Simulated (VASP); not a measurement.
# BaTiO3 (Amm2) in VASP: a series of runs

Runs on BaTiO3. Level: PBE+U. Tasks: single point.

Program: VASP 6.6.1. These are calculated values, not measurements. Logs are shortened: lines on timing, memory, paths and dates and some standing lists are left out, and cuts for length are marked.

**1. The cell of the first run**

The structure is orthorhombic, space group Amm2 (No. 38). Conventional cell: a = 4.008 Å, b = 5.861 Å, c = 5.772 Å, α = 90.00°, β = 90.00°, γ = 90.00°. Ba (site symmetry mm2) has 12 O at 2.79 to 2.98 Å and 8 Ti at 3.46 to 3.57 Å within 3.7 Å. Within 2.5 Å of Ti (site symmetry mm2) lie 6 O at 1.91 to 2.21 Å. O (site symmetry mm2) has 2 Ti at 2.01 Å within 2.7 Å. O (site symmetry m) has 2 Ti at 1.91 to 2.21 Å within 2.5 Å.

**2. Single point, PBE+U (strain +0.0200 x Voigt [0, 1, 0, 0, 0, 0])**

INCAR reads:

```
ALGO = Normal
EDIFF = 1E-7
ENCUT = 520
GGA = PE
ISIF = 2
ISMEAR = 0
LASPH = True
LCHARG = False
LDAU = True
LDAUJ = 0 0 0
LDAUL = -1 2 -1
LDAUPRINT = 1
LDAUTYPE = 2
LDAUU = 0 4 0
LMAXMIX = 4
LREAL = False
LWAVE = False
NBANDS = 28
NELM = 150
PREC = Accurate
SIGMA = 0.05
```

KPOINTS reads:

```
k-points
0
Gamma
  6 6 6
```

POSCAR reads:

```
BaTiO3
1.0
    4.0082194746      0.0000000000      0.0000000000
    0.0000000000      2.9307471015      2.8859183788
    0.0000000000     -2.9307471015      2.8859183788
Ba Ti O
1 1 3
Direct
    0.0000000000      0.0080771845      0.0080771845
    0.5000000000      0.5197092871      0.5197092871
    0.0000000000      0.4916268390      0.4916268390
    0.5000000000      0.4938075372      0.9829991522
    0.5000000000      0.9829991522      0.4938075372
```

Potentials or basis: VASP PAW PBE potentials, release 64 (Ba_sv, Ti_sv, O).

Run with:

```sh
> cat potpaw_PBE.64/Ba_sv/POTCAR potpaw_PBE.64/Ti_sv/POTCAR potpaw_PBE.64/O/POTCAR > POTCAR
> mpirun -np 1 vasp_std > vasp.out
```

OUTCAR:

```text
EDIFF = 1E-7
   ENCUT = 520
   GGA = PE
   ISIF = 2
   ISMEAR = 0
   LASPH = True
   LREAL = False
   NELM = 150
   PREC = Accurate

 ion  position               nearest neighbor table
   1  0.000  0.008  0.008-   3 2.79   4 2.83   5 2.83   4 2.83   5 2.83   5 2.91   4 2.91   5 2.91
                             4 2.91   3 2.93   3 2.93   3 2.98   2 3.46   2 3.46   2 3.55   2 3.55
   2  0.500  0.520  0.520-   4 1.91   5 1.91   3 2.01   3 2.01   5 2.21   4 2.21   1 3.46   1 3.46
                             1 3.55   1 3.55   1 3.55   1 3.55   1 3.57   1 3.57
   3  0.000  0.492  0.492-   2 2.01   2 2.01   1 2.79   1 2.93   1 2.93   1 2.98
   4  0.500  0.494  0.983-   2 1.91   2 2.21   1 2.83   1 2.83   1 2.91   1 2.91
   5  0.500  0.983  0.494-   2 1.91   2 2.21   1 2.83   1 2.83   1 2.91   1 2.91

  LATTYP: Found a base centered orthorhombic cell.
 ALAT       =     5.7718367576
 B/A-ratio  =     1.0155336073
 C/A-ratio  =     0.6944443585

  Lattice vectors:

 A1 = (   0.0000000000,   2.9307471015,   2.8859183788)
 A2 = (   0.0000000000,  -2.9307471015,   2.8859183788)
 A3 = (   4.0082194746,   0.0000000000,   0.0000000000)

Analysis of symmetry for initial positions (statically):
=====================================================================
 Subroutine PRICEL returns:
 Original cell was already a primitive cell.

 Routine SETGRP: Setting up the symmetry group for a
 base centered orthorhombic supercell.

 Subroutine GETGRP returns: Found  4 space group operations
 (whereof  4 operations were pure point group operations)
 out of a pool of  8 trial point group operations.

The static configuration has the point symmetry C_2v.

Analysis of symmetry for dynamics (positions and initial velocities):
=====================================================================
 Subroutine PRICEL returns:
 Original cell was already a primitive cell.

 Routine SETGRP: Setting up the symmetry group for a
 base centered orthorhombic supercell.

 Subroutine GETGRP returns: Found  4 space group operations
 (whereof  4 operations were pure point group operations)
 out of a pool of  8 trial point group operations.

The dynamic configuration has the point symmetry C_2v.

 Subroutine INISYM returns: Found  4 space group operations
 (whereof  4 operations are pure point group operations),
 and found     1 'primitive' translations

----------------------------------------------------------------------------------------

                                     Primitive cell

  volume of cell :      67.8022

  direct lattice vectors                    reciprocal lattice vectors
     4.008219475  0.000000000  0.000000000     0.249487336  0.000000000  0.000000000
     0.000000000  2.930747102  2.885918379     0.000000000  0.170604963  0.173255073
     0.000000000 -2.930747102  2.885918379     0.000000000 -0.170604963  0.173255073

  length of vectors
     4.008219475  4.113125753  4.113125753     0.249487336  0.243152984  0.243152984

  position of ions in fractional coordinates (direct lattice)
     0.000000000  0.008077185  0.008077185
     0.500000000  0.519709287  0.519709287
     0.000000000  0.491626839  0.491626839
     0.500000000  0.493807537  0.982999152
     0.500000000  0.982999152  0.493807537

  ion indices of the primitive-cell ions
   primitive index   ion index
                 1           1
                 2           2
                 3           3
                 4           4
                 5           5

----------------------------------------------------------------------------------------

[... 58 lines left out ...]
   NGXF,Y,Z  is equivalent  to a cutoff of  24.89, 25.87, 25.87 a.u.
 SYSTEM =  unknown system
   PREC   = accura    normal or accurate (medium, high low for compatibility)
   ISTART =      0    job   : 0-new  1-cont  2-samecut
   ICHARG =      2    charge: 1-file 2-atom 10-const
   ISPIN  =      1    spin polarized calculation?
   LNONCOLLINEAR =      F non collinear calculations
   LSORBIT =      F    spin-orbit coupling
   LASPH  =      T    aspherical Exc in radial PAW
   ENCUT  =  520.0 eV  38.22 Ry    6.18 a.u.   7.45  7.65  7.65*2*pi/ulx,y,z
   NELM   =    150;   NELMIN=  2; NELMDL= -5     # of ELM steps
   EDIFF  = 0.1E-06   stopping-criterion for ELM
   LREAL  =      F    real-space projection
   EDIFFG = 0.1E-05   stopping-criterion for IOM
   NSW    =      0    number of steps for IOM
   IBRION =     -1    ionic relax: 0-MD 1-quasi-New 2-CG
   NFREE  =      0    steps in history (QN), initial steepest desc. (CG)
   ISIF   =      2    stress and relaxation
   ISYM   =      2    0-nonsym 1-usesym 2-fastsym
   POTIM  = 0.5000    time-step for ionic-motion
   TEBEG  =    0.0;   TEEND  =   0.0 temperature during run
   PSTRESS=    0.0 pullay stress
   NELECT =      40.0000    total number of electrons
   NUPDOWN=      -1.0000    fix difference up-down
   EMIN   =  10.00;   EMAX   =-10.00  energy-range for DOS
   EFERMI =   0.00;   METHOD = LEGACY
   ISMEAR =     0;   SIGMA  =   0.05  broadening in eV -4-tet -1-fermi 0-gaus
   EFERMI_NEDOS =   21; number of points for ismear=-14 and -15
   IALGO  =     38    algorithm
   IMIX   =      4    mixing-type and parameters
     AMIX     =   0.40;   BMIX     =  1.00
     AMIX_MAG =   1.60;   BMIX_MAG =  1.00
  volume/ion in A,a.u.               =      13.56        91.51
  Fermi-wavevector in a.u.,A,eV,Ry     =   1.373031  2.594652 25.649879  1.885213
  Thomas-Fermi vector in A             =   2.498584
   LORBIT       =      0    0 simple, 1 ext, 2 COOP (PROOUT), +10 PAW based schemes
 LDA+U is selected, type is set to LDAUTYPE =  2
   angular momentum for each species LDAUL =    -1    2   -1
   U (eV)           for each species LDAUU =   0.0  4.0  0.0
   J (eV)           for each species LDAUJ =   0.0  0.0  0.0
   GGA     = PE    functional components
   LHFCALC =     F    Hartree Fock is set to
   AEXX    =    0.0000 exact exchange contribution
   IVDW    =     0    specifies the selected vdW correction
   LEPSILON=     F    determine dielectric tensor
   LRPA    =     F    only Hartree local field effects (RPA)
 non-spin polarized calculation
 Gauss-broadening in eV      SIGMA  =   0.05
  energy-cutoff  :      520.00
  volume of cell :       67.80
 maximum number of plane-waves:      1840
 NGX is ok and might be reduce to    30
   NGX = 15   NGY = 15   NGZ = 15

atom =   2  type =  2  l = 2

 onsite density matrix

spin component  1

  0.1075  0.0000  0.0000  0.0000  0.0000
  0.0000  0.2349  0.0000  0.0000  0.0000
  0.0000  0.0000  0.1340  0.0000 -0.0482
  0.0000  0.0000  0.0000  0.1067  0.0000
  0.0000  0.0000 -0.0482  0.0000  0.2106

spin component  2

  0.1075  0.0000  0.0000  0.0000  0.0000
  0.0000  0.2349  0.0000  0.0000  0.0000
  0.0000  0.0000  0.1340  0.0000 -0.0482
  0.0000  0.0000  0.0000  0.1067  0.0000
  0.0000  0.0000 -0.0482  0.0000  0.2106

 occupancies and eigenvectors

  o =  0.1067  v =  0.0000  0.0000 -0.0000  1.0000 -0.0000  0.0000  0.0000  0.0000  0.0000  0.0000      0.0000  0.0000  0.0000  0.0000  0.0000  0.0000  0.0000  0.0000  0.0000  0.0000
  o =  0.1067  v =  0.0000  0.0000  0.0000  0.0000  0.0000  0.0000  0.0000 -0.0000  1.0000 -0.0000      0.0000  0.0000  0.0000  0.0000  0.0000  0.0000  0.0000  0.0000  0.0000  0.0000
  o =  0.1075  v =  1.0000  0.0000  0.0000  0.0000  0.0000  0.0000  0.0000  0.0000  0.0000  0.0000      0.0000  0.0000  0.0000  0.0000  0.0000  0.0000  0.0000  0.0000  0.0000  0.0000
  o =  0.1075  v =  0.0000  0.0000  0.0000  0.0000  0.0000  1.0000  0.0000  0.0000  0.0000  0.0000      0.0000  0.0000  0.0000  0.0000  0.0000  0.0000  0.0000  0.0000  0.0000  0.0000
  o =  0.1107  v =  0.0000  0.0000 -0.9005 -0.0000 -0.4348  0.0000  0.0000  0.0000  0.0000  0.0000      0.0000  0.0000  0.0000  0.0000  0.0000  0.0000  0.0000  0.0000  0.0000  0.0000
  o =  0.1107  v =  0.0000  0.0000  0.0000  0.0000  0.0000  0.0000  0.0000 -0.9005 -0.0000 -0.4348      0.0000  0.0000  0.0000  0.0000  0.0000  0.0000  0.0000  0.0000  0.0000  0.0000
  o =  0.2339  v =  0.0000  0.0000  0.0000  0.0000  0.0000  0.0000  0.0000 -0.4348  0.0000  0.9005      0.0000  0.0000  0.0000  0.0000  0.0000  0.0000  0.0000  0.0000  0.0000  0.0000
  o =  0.2339  v =  0.0000  0.0000 -0.4348  0.0000  0.9005  0.0000  0.0000  0.0000  0.0000  0.0000      0.0000  0.0000  0.0000  0.0000  0.0000  0.0000  0.0000  0.0000  0.0000  0.0000
  o =  0.2349  v =  0.0000  0.0000  0.0000  0.0000  0.0000  0.0000  1.0000  0.0000  0.0000  0.0000      0.0000  0.0000  0.0000  0.0000  0.0000  0.0000  0.0000  0.0000  0.0000  0.0000
  o =  0.2349  v =  0.0000  1.0000  0.0000  0.0000  0.0000  0.0000  0.0000  0.0000  0.0000  0.0000      0.0000  0.0000  0.0000  0.0000  0.0000  0.0000  0.0000  0.0000  0.0000  0.0000

 number of electron      39.9999982 magnetization

 Free energy of the ion-electron system (eV)
  ---------------------------------------------------
  ext. energy  EPLUGINS =         0.00000000
  ---------------------------------------------------
  free energy    TOTEN  =       -37.31488574 eV

  energy without entropy =      -37.31488574  energy(sigma->0) =      -37.31488574

 E-fermi :   3.8571     XC(G=0): -10.9616

 val. band max:        3.5693044251   @ k =   0.5000   0.5000   0.5000
 cond. band min:       6.0184953958   @ k =   0.0000   0.0000   0.0000
 fundamental gap:      2.4491909707
 Fermi energy:         3.8570761277

 k-point     1 :       0.0000    0.0000    0.0000
  band No.  band energies     occupation
      1     -54.1947      2.00000
      2     -30.3856      2.00000
      3     -30.3541      2.00000
      4     -30.3356      2.00000
      5     -21.4440      2.00000
      6     -13.2731      2.00000
[... 733 lines left out ...]
     27      11.4165      0.00000
     28      11.8009      0.00000

 [... further k-points ...]

------------------------ aborting loop because EDIFF is reached ----------------------------------------

  FORCE on cell =-STRESS in cart. coord.  units (eV):
  Direction    XX          YY          ZZ          XY          YZ          ZX
  --------------------------------------------------------------------------------------
  -------------------------------------------------------------------------------------
  Total        0.5309596     -0.9841519      0.7468751      0.0000000      0.0000000      0.0000000
  in kB       12.5466612    -23.2556688     17.6487804      0.0000000      0.0000000      0.0000000
  external PRESSURE =       2.3132576 kB  Pullay stress =       0.0000000 kB

 VOLUME and BASIS-vectors are now :
 -----------------------------------------------------------------------------
  energy-cutoff  :      520.00
  volume of cell :       67.80
      direct lattice vectors                 reciprocal lattice vectors
     4.008219475  0.000000000  0.000000000     0.249487336  0.000000000  0.000000000
     0.000000000  2.930747102  2.885918379     0.000000000  0.170604963  0.173255073
     0.000000000 -2.930747102  2.885918379     0.000000000 -0.170604963  0.173255073

 POSITION                                       TOTAL-FORCE (eV/Angst)
 -----------------------------------------------------------------------------------
      0.00000      0.00000      0.04662         0.000000      0.000000     -0.032432
      2.00411      0.00000      2.99968         0.000000      0.000000     -0.339402
      0.00000      0.00000      2.83759         0.000000      0.000000      0.021917
      2.00411     -1.43370      4.26194         0.000000     -0.103701      0.174959
      2.00411      1.43370      4.26194         0.000000      0.103701      0.174959
 -----------------------------------------------------------------------------------
    total drift:                                0.000000      0.000001     -0.000275

  FREE ENERGIE OF THE ION-ELECTRON SYSTEM (eV)
  ---------------------------------------------------
  free  energy   TOTEN  =       -37.3148857387 eV

  energy  without entropy=      -37.3148857387  energy(sigma->0) =      -37.31488574
```

Wall time 94 s (1 thread of Intel Xeon 6975P-C, shared host); peak memory 0.25 GiB.

Results:

```
Free energy            : -37.3149 eV
Pressure               : 0.2 GPa
Largest force          : 0.339 eV/Å
Band gap on the k mesh : 2.45 eV, indirect (least direct gap 2.92 eV)
```

Forces on the atoms (eV/Å):
```
Ba   0.000  0.000 -0.032
Ti   0.000  0.000 -0.339
O    0.000  0.000  0.022
O    0.000 -0.104  0.175
O    0.000  0.104  0.175
```

Levels at points of the mesh, in eV from the valence-band top:
```
           k point  band 18  band 19  band 20  band 21  band 22  band 23
(0.00, 0.00, 0.00)    -0.50    -0.49    -0.47     2.45     2.50     2.57
(0.50, 0.00, 0.00)    -1.56    -1.13    -1.04     2.72     3.82     3.88
(0.00, 0.50, 0.00)    -1.62    -0.96    -0.83     2.61     3.78     3.80
(0.50, 0.50, 0.00)    -0.96    -0.93    -0.10     3.81     3.92     4.26
(0.00, 0.50, 0.50)    -1.01    -1.00    -0.25     3.81     3.83     4.12
(0.50, 0.50, 0.50)    -0.16    -0.06     0.00     4.33     4.35     4.50
```

Eigenvalues of the final occupation matrices:
```csv
site,spin,trace,eigenvalues
site 2 d,1,0.79,0.11 0.11 0.11 0.23 0.23
site 2 d,2,0.79,0.11 0.11 0.11 0.23 0.23
```

Caveat: the cell differs from its parent crystal (strain +0.0200 x Voigt [0, 1, 0, 0, 0, 0]); spin-orbit coupling is left out, which moves the levels of the heavy elements. A k mesh can miss the band edges.

[end of part 1 of 2]
